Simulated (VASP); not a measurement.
Set up this calculation in VASP 6.6.1, as the native input.

```yaml
Task: single point
Functional: r2SCAN
Potentials_or_basis: VASP PAW PBE potentials, release 64 (Rh_pv)
Cutoff: 520 eV
k_mesh: 6 × 6 × 4
Occupations: gaussian, width 0.1 eV
Spin: no spin polarisation
Dipole_correction: no
Further_INCAR_settings: ALGO = Normal; EDIFF = 1e-07; NBANDS = 38
```

Rh:

```
Rh
1.0
     1.50865   -4.78574    0.00000
     1.50865    4.78574    0.00000
     0.00000    0.00000    3.99268
Rh
4
Direct
  0.09800 0.90200 0.91000
  0.59800 0.40200 0.59000
  0.90200 0.09800 0.09000
  0.40200 0.59800 0.41000
```

The input as run:

POSCAR

```
Rh
1.0
    1.5086482983     -4.7857423362      0.0000000000
    1.5086482983      4.7857423362      0.0000000000
    0.0000000000      0.0000000000      3.9926764633
Rh
4
Direct
    0.0980000000      0.9020000000      0.9100000000
    0.5980000000      0.4020000000      0.5900000000
    0.9020000000      0.0980000000      0.0900000000
    0.4020000000      0.5980000000      0.4100000000
```

INCAR.step1

```
SYSTEM = Rh
  ALGO = Normal
  EDIFF = 1E-4
  ENCUT = 520
  GGA = PE
  ISMEAR = 0
  LASPH = .TRUE.
  LCHARG = .FALSE.
  LREAL = .FALSE.
  LWAVE = .TRUE.
  NBANDS = 38
  NELM = 60
  PREC = Accurate
  SIGMA = 0.1
```

INCAR.step2

```
SYSTEM = Rh
  ALGO = Normal
  EDIFF = 1E-7
  ENCUT = 520
  ISIF = 2
  ISMEAR = 0
  ISTART = 1
  LASPH = .TRUE.
  LCHARG = .FALSE.
  LMIXTAU = .TRUE.
  LREAL = .FALSE.
  LWAVE = .FALSE.
  METAGGA = R2SCAN
  NBANDS = 38
  NELM = 60
  PREC = Accurate
  SIGMA = 0.1
```

KPOINTS

```
k-points
0
G
  6 6 4
  0 0 0
```

Potentials or basis: VASP PAW PBE potentials, release 64 (Rh_pv).

Command:

```bash
$ cat potpaw_PBE.64/Rh_pv/POTCAR > POTCAR
$ cp INCAR.step1 INCAR
$ mpirun -np 1 vasp_std > vasp.out
$ cp INCAR.step2 INCAR
$ mpirun -np 1 vasp_std > vasp.out
```

It gave:

```yaml
Pressure: 158.8 GPa
Largest_force: 19.030 eV/Å
Band_gap_on_the_k_mesh: zero (band 30 reaches 12.46 eV, above the bottom of band 31 at 12.15 eV)
```

Caveat: the k points lie up to 0.39 Å⁻¹ apart; the PAW data sets were made with another functional, which shifts forces and pressure a little.

Wall time 3.1 min on 1 thread of Intel(R) Xeon(R) Platinum 8559C (Emerald Rapids) (shared host), peak memory 0.25 GiB.
